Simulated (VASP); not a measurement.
# Al3GaN4 (Cmm2) in VASP: notebook

Al3GaN4 is run at these levels: r2SCAN; tasks: single point.

Program: VASP 6.6.1. These are calculated values, not measurements. Logs are shortened: lines on timing, memory, paths and dates and some standing lists are left out, and cuts for length are marked.

### Step 1. The cell of the first run

Symmetry: Cmm2, No. 35, orthorhombic system. The conventional cell has a = 6.224 Å, b = 6.224 Å, c = 14.802 Å, α = 90.00°, β = 90.00°, γ = 90.00°. Within 2.5 Å of Al (site symmetry 2) lie 2 N at 1.89 Å. Within 2.5 Å of Al (site symmetry 2) lie 4 N at 1.89 Å. Within 2.5 Å of Al (site symmetry mm2) lie 4 N at 1.89 Å. Al (site symmetry mm2) has 4 N at 1.89 Å within 2.5 Å. Ga (site symmetry mm2) has 4 N at 1.95 Å within 2.6 Å. Within 2.6 Å of Ga (site symmetry mm2) lie 4 N at 1.95 Å. Within 2.5 Å of N (site symmetry m) lie 1 Al at 1.89 Å and 1 Ga at 1.95 Å. Within 2.5 Å of N (site symmetry m) lie 3 Al at 1.89 Å and 1 Ga at 1.95 Å.

### Step 2. Single point, r2SCAN (the distance across one plane changed)

POSCAR reads:

```
Al3GaN4
1.0
    0.0000000000     -4.4012372922      0.0000000000
    0.0000000000      0.0000000000     -4.4012372922
   14.8024745843      0.0000000000      0.0000000000
Al Ga N
6 2 8
Direct
    0.5000000000      1.0000000000      0.5583284970
    0.5000000000      1.0000000000      0.2609973132
    1.0000000000      0.5000000000      0.5583284970
    1.0000000000      0.5000000000      0.2609973132
    0.5000000000      0.5000000000      0.1123317213
    0.5000000000      0.5000000000      0.4096629051
    1.0000000000      1.0000000000      0.1123317213
    1.0000000000      1.0000000000      0.4096629051
    0.2555418398      0.7444581602      0.0363511635
    0.2555418398      0.7444581602      0.3336823474
    0.7444581602      0.2555418398      0.0363511635
    0.7444581602      0.2555418398      0.3336823474
    0.2555418398      0.2555418398      0.4856434629
    0.2555418398      0.2555418398      0.1883122790
    0.7444581602      0.7444581602      0.4856434629
    0.7444581602      0.7444581602      0.1883122790
```

INCAR.step1 reads:

```
SYSTEM = Al3GaN4
PREC = Accurate
ENCUT = 520
ISMEAR = 0
SIGMA = 0.05
LREAL = Auto
LASPH = .TRUE.
NELM = 80
NBANDS = 56
GGA = PE
ALGO = Normal
EDIFF = 1E-4
LWAVE = .TRUE.
LCHARG = .FALSE.
```

INCAR.step2 reads:

```
SYSTEM = Al3GaN4
PREC = Accurate
ENCUT = 520
EDIFF = 1E-6
ISMEAR = 0
SIGMA = 0.05
LREAL = Auto
LASPH = .TRUE.
NELM = 80
ALGO = Normal
ISIF = 2
LWAVE = .FALSE.
LCHARG = .FALSE.
METAGGA = R2SCAN
LMIXTAU = .TRUE.
NBANDS = 56
ISTART = 1
```

KPOINTS reads:

```
regular mesh
0
G
  5 5 3
  0 0 0
```

Potentials or basis: VASP PAW PBE potentials, release 64 (Al, Ga_d, N).

Launch:

```
$ cat potpaw_PBE.64/Al/POTCAR potpaw_PBE.64/Ga_d/POTCAR potpaw_PBE.64/N/POTCAR > POTCAR
$ cp INCAR.step1 INCAR
$ mpirun -np 1 vasp_std > vasp.out
$ cp INCAR.step2 INCAR
$ mpirun -np 1 vasp_std > vasp.out
```

OUTCAR:

```text
SYSTEM = Al3GaN4
   PREC = Accurate
   ENCUT = 520
   EDIFF = 1E-6
   ISMEAR = 0
   LREAL = Auto
   LASPH = .TRUE.
   NELM = 80
   ISIF = 2
   METAGGA = R2SCAN
   ISTART = 1

 ion  position               nearest neighbor table
   1  0.500  0.000  0.558-  13 1.89  15 1.89   6 3.11   8 3.11   6 3.11   8 3.11   3 3.11   3 3.11
                             3 3.11   3 3.11
   2  0.500  0.000  0.261-  10 1.89  12 1.89  14 1.89  16 1.89   5 3.11   6 3.11   7 3.11   8 3.11
                             5 3.11   6 3.11   7 3.11   8 3.11   4 3.11   4 3.11   4 3.11   4 3.11
   3  0.000  0.500  0.558-  13 1.89  15 1.89   6 3.11   8 3.11   8 3.11   6 3.11   1 3.11   1 3.11
                             1 3.11   1 3.11
   4  0.000  0.500  0.261-  10 1.89  12 1.89  14 1.89  16 1.89   5 3.11   6 3.11   7 3.11   8 3.11
                             7 3.11   8 3.11   5 3.11   6 3.11   2 3.11   2 3.11   2 3.11   2 3.11
   5  0.500  0.500  0.112-  14 1.89  16 1.89   9 1.89  11 1.89   2 3.11   4 3.11   2 3.11   4 3.11
                             7 3.11   7 3.11   7 3.11   7 3.11
   6  0.500  0.500  0.410-  10 1.89  12 1.89  13 1.89  15 1.89   1 3.11   2 3.11   3 3.11   4 3.11
                             1 3.11   2 3.11   3 3.11   4 3.11   8 3.11   8 3.11   8 3.11   8 3.11
   7  0.000  0.000  0.112-  14 1.95  16 1.95   9 1.95  11 1.95   2 3.11   4 3.11   4 3.11   2 3.11
                             5 3.11   5 3.11   5 3.11   5 3.11
   8  0.000  0.000  0.410-  10 1.95  12 1.95  13 1.95  15 1.95   1 3.11   2 3.11   3 3.11   4 3.11
                             3 3.11   4 3.11   1 3.11   2 3.11   6 3.11   6 3.11   6 3.11   6 3.11
   9  0.256  0.744  0.036-   5 1.89   7 1.95
  10  0.256  0.744  0.334-   6 1.89   4 1.89   2 1.89   8 1.95
  11  0.744  0.256  0.036-   5 1.89   7 1.95
  12  0.744  0.256  0.334-   6 1.89   4 1.89   2 1.89   8 1.95
  13  0.256  0.256  0.486-   3 1.89   1 1.89   6 1.89   8 1.95
  14  0.256  0.256  0.188-   5 1.89   4 1.89   2 1.89   7 1.95
  15  0.744  0.744  0.486-   3 1.89   1 1.89   6 1.89   8 1.95
  16  0.744  0.744  0.188-   5 1.89   4 1.89   2 1.89   7 1.95

  LATTYP: Found a simple tetragonal cell.
 ALAT       =     4.4012372922
 C/A-ratio  =     3.3632530131

  Lattice vectors:

 A1 = (   0.0000000000,  -4.4012372922,   0.0000000000)
 A2 = (   0.0000000000,   0.0000000000,  -4.4012372922)
 A3 = (  14.8024745843,   0.0000000000,   0.0000000000)

Analysis of symmetry for initial positions (statically):
=====================================================================
 Subroutine PRICEL returns:
 Original cell was already a primitive cell.

 Routine SETGRP: Setting up the symmetry group for a
 simple tetragonal supercell.

 Subroutine GETGRP returns: Found  4 space group operations
 (whereof  4 operations were pure point group operations)
 out of a pool of 16 trial point group operations.

The static configuration has the point symmetry C_2v.

Analysis of symmetry for dynamics (positions and initial velocities):
[... 146 lines left out ...]
   EFERMI =   0.00;   METHOD = LEGACY
   ISMEAR =     0;   SIGMA  =   0.05  broadening in eV -4-tet -1-fermi 0-gaus
   EFERMI_NEDOS =   21; number of points for ismear=-14 and -15
   IALGO  =     38    algorithm
   IMIX   =      4    mixing-type and parameters
     AMIX     =   0.40;   BMIX     =  1.00
     AMIX_MAG =   1.60;   BMIX_MAG =  1.00
  volume/ion in A,a.u.               =      17.92       120.94
  Fermi-wavevector in a.u.,A,eV,Ry     =   1.087276  2.054654 16.084399  1.182170
  Thomas-Fermi vector in A             =   2.223432
   LORBIT       =      0    0 simple, 1 ext, 2 COOP (PROOUT), +10 PAW based schemes
   METAGGA = R2SCAN    functional components
   LHFCALC =     F    Hartree Fock is set to
   AEXX    =    0.0000 exact exchange contribution
   IVDW    =     0    specifies the selected vdW correction
   LEPSILON=     F    determine dielectric tensor
   LRPA    =     F    only Hartree local field effects (RPA)
 non-spin polarized calculation
 Gauss-broadening in eV      SIGMA  =   0.05
  energy-cutoff  :      520.00
  volume of cell :      286.74
 maximum number of plane-waves:      7759
 NGX is ok and might be reduce to    36
   NGX = 17   NGY = 17   NGZ = 55

 number of electron      83.9999983 magnetization

 Free energy of the ion-electron system (eV)
  ---------------------------------------------------
  ext. energy  EPLUGINS =         0.00000000
  ---------------------------------------------------
  free energy    TOTEN  =      -144.12178823 eV

  energy without entropy =     -144.10921442  energy(sigma->0) =     -144.11550132

 E-fermi :   1.4945     XC(G=0):  -8.2094

 val. band max:        1.4882371911   @ k =   0.4000   0.4000   0.0000
 cond. band min:       1.5249624323   @ k =   0.2000   0.2000   0.3333
 fundamental gap:      0.0367252412
 Fermi energy:         1.4944738356

 k-point     1 :       0.0000    0.0000    0.0000
  band No.  band energies     occupation
      1     -16.0914      2.00000
      2     -15.2234      2.00000
      3     -14.7868      2.00000
      4     -14.4340      2.00000
      5     -14.2252      2.00000
      6     -13.5015      2.00000
[... 1015 lines left out ...]
     53       8.7547      0.00000
     54       8.9392      0.00000
 [bands above 54 left out]

------------------------ aborting loop because EDIFF is reached ----------------------------------------

  FORCE on cell =-STRESS in cart. coord.  units (eV):
  Direction    XX          YY          ZZ          XY          YZ          ZX
  --------------------------------------------------------------------------------------
  -------------------------------------------------------------------------------------
  Total       -2.2903482     -1.9785849     -1.9785849      0.0000000     -1.7740152      0.0000000
  in kB      -12.7975901    -11.0555762    -11.0555762      0.0000000     -9.9125190      0.0000000
  external PRESSURE =     -11.6362475 kB  Pullay stress =       0.0000000 kB

 VOLUME and BASIS-vectors are now :
 -----------------------------------------------------------------------------
  energy-cutoff  :      520.00
  volume of cell :      286.74
      direct lattice vectors                 reciprocal lattice vectors
     0.000000000 -4.401237292  0.000000000     0.000000000 -0.227208836  0.000000000
     0.000000000  0.000000000 -4.401237292     0.000000000  0.000000000 -0.227208836
    14.802474584  0.000000000  0.000000000     0.067556272  0.000000000  0.000000000

 POSITION                                       TOTAL-FORCE (eV/Angst)
 -----------------------------------------------------------------------------------
      8.26464     -2.20062      0.00000         0.301216      0.000000      0.000000
      3.86341     -2.20062      0.00000        -0.951164      0.000000      0.000000
      8.26464      0.00000     -2.20062         0.301216      0.000000      0.000000
      3.86341      0.00000     -2.20062        -0.951164      0.000000      0.000000
      1.66279     -2.20062     -2.20062        -1.576151      0.000000      0.000000
      6.06402     -2.20062     -2.20062        -0.765670      0.000000      0.000000
[... 8 lines left out ...]
      7.18873     -3.27654     -3.27654         0.149204      0.193450      0.193450
      2.78749     -3.27654     -3.27654         0.989662      0.113553      0.113553
 -----------------------------------------------------------------------------------
    total drift:                               -0.006275     -0.000000     -0.000000

  FREE ENERGIE OF THE ION-ELECTRON SYSTEM (eV)
  ---------------------------------------------------
  free  energy   TOTEN  =      -144.1217882281 eV

  energy  without entropy=     -144.1092144176  energy(sigma->0) =     -144.11550132
```

Run time: 29 min. Hardware: 1 thread of Intel Xeon Platinum 8488C (Sapphire Rapids), shared host; peak memory 0.5 GiB.

Results:

```
Free energy            : -144.1218 eV
Pressure               : -1.2 GPa
Largest force          : 2.197 eV/Å
Band gap on the k mesh : zero (bands 42 and 43 overlap by 0.04 eV)
```

Forces on the atoms (eV/Å):
```
Al   0.301  0.000  0.000
Al  -0.951  0.000  0.000
Al   0.301  0.000  0.000
Al  -0.951  0.000  0.000
Al  -1.576  0.000  0.000
Al  -0.766  0.000  0.000
Ga  -2.197  0.000  0.000
Ga  -0.772  0.000  0.000
N    1.437  0.169 -0.169
N    0.729 -0.043  0.043
N    1.437 -0.169  0.169
N    0.729  0.043 -0.043
N    0.149 -0.193 -0.193
N    0.990 -0.114 -0.114
N    0.149  0.193  0.193
N    0.990  0.114  0.114
```

Caveat: the cell differs from its parent crystal (the distance across one plane changed); semilocal functionals underestimate gaps, and a narrow one can read as zero; the PAW data sets were made with another functional, which shifts forces and pressure a little.

### Step 3. Single point, r2SCAN (the distance across one plane changed)

POSCAR reads:

```
Al3GaN4
1.0
    0.0000000000     -4.4012372922      0.0000000000
    0.0000000000      0.0000000000     -4.4012372922
   10.8024745843      0.0000000000      0.0000000000
Al Ga N
6 2 8
Direct
    0.5000000000      1.0000000000      0.7650694591
    0.5000000000      1.0000000000      0.3576408410
    1.0000000000      0.5000000000      0.7650694591
    1.0000000000      0.5000000000      0.3576408410
    0.5000000000      0.5000000000      0.1539265319
    0.5000000000      0.5000000000      0.5613551500
    1.0000000000      1.0000000000      0.1539265319
    1.0000000000      1.0000000000      0.5613551500
    0.2555418398      0.7444581602      0.0498114733
    0.2555418398      0.7444581602      0.4572400914
    0.7444581602      0.2555418398      0.0498114733
    0.7444581602      0.2555418398      0.4572400914
    0.2555418398      0.2555418398      0.6654702087
    0.2555418398      0.2555418398      0.2580415906
    0.7444581602      0.7444581602      0.6654702087
    0.7444581602      0.7444581602      0.2580415906
```

INCAR.step1 reads:

```
SYSTEM = Al3GaN4
ALGO = Normal
EDIFF = 1E-4
ENCUT = 520
GGA = PE
ISMEAR = 0
LASPH = .TRUE.
LCHARG = .FALSE.
LREAL = Auto
LWAVE = .TRUE.
NBANDS = 56
NELM = 60
PREC = Accurate
SIGMA = 0.05
```

INCAR.step2 reads:

```
SYSTEM = Al3GaN4
ALGO = Normal
EDIFF = 1E-6
ENCUT = 520
ISIF = 2
ISMEAR = 0
ISTART = 1
LASPH = .TRUE.
LCHARG = .TRUE.
LELF = .TRUE.
LMIXTAU = .TRUE.
LREAL = Auto
LVHAR = .TRUE.
LWAVE = .FALSE.
METAGGA = R2SCAN
NBANDS = 56
NELM = 60
PREC = Accurate
SIGMA = 0.05
```

KPOINTS reads:

```
k-points
0
G
  5 5 3
  0 0 0
```

Potentials or basis: VASP PAW PBE potentials, release 64 (Al, Ga_d, N).

Launch:

```
$ cat potpaw_PBE.64/Al/POTCAR potpaw_PBE.64/Ga_d/POTCAR potpaw_PBE.64/N/POTCAR > POTCAR
$ cp INCAR.step1 INCAR
$ mpirun -np 1 vasp_std > vasp.out
$ cp INCAR.step2 INCAR
$ mpirun -np 1 vasp_std > vasp.out
```

Run time: 43 min. Hardware: 1 thread of Intel Xeon 8259CL, shared host; peak memory 0.41 GiB.

Results (log left out):

* Free energy: -145.5428 eV
* Pressure: -3.1 GPa
* Largest force: 2.207 eV/Å
* Band gap on the k mesh: zero (bands 42 and 43 overlap by 0.43 eV)

Forces on the atoms (eV/Å):
```
Al   0.670  0.000  0.000
Al  -0.929  0.000  0.000
Al   0.670  0.000  0.000
Al  -0.929  0.000  0.000
Al  -1.837  0.000  0.000
Al  -0.711  0.000  0.000
Ga  -2.207  0.000  0.000
Ga  -0.791  0.000  0.000
N    0.306  0.147 -0.147
N    0.779 -0.039  0.039
N    0.306 -0.147  0.147
N    0.779  0.039 -0.039
N    0.882 -0.096 -0.096
N    1.063 -0.065 -0.065
N    0.882  0.096  0.096
N    1.063  0.065  0.065
```

Stress tensor (GPa, compression positive):
```
-7.60  0.00  0.00
 0.00 -0.88 -1.27
 0.00 -1.27 -0.88
```

Levels at points of the mesh, in eV from the Fermi level:
```tsv
k point	band 38	band 39	band 40	band 41	band 42	band 43	band 44	band 45	band 46	band 47
(0.00, 0.00, 0.00)	-1.65	-1.39	-1.08	-0.84	-0.61	-0.34	0.67	2.01	2.80	2.88
```

Caveat: the cell differs from its parent crystal (the distance across one plane changed); the stress differs along the axes, from -8 to -1 GPa; semilocal functionals underestimate gaps, and a narrow one can read as zero; the PAW data sets were made with another functional, which shifts forces and pressure a little.

(Continued in part 2 of 2.)

The gap in the log of VASP goes by the Fermi energy; the results here count the filled bands.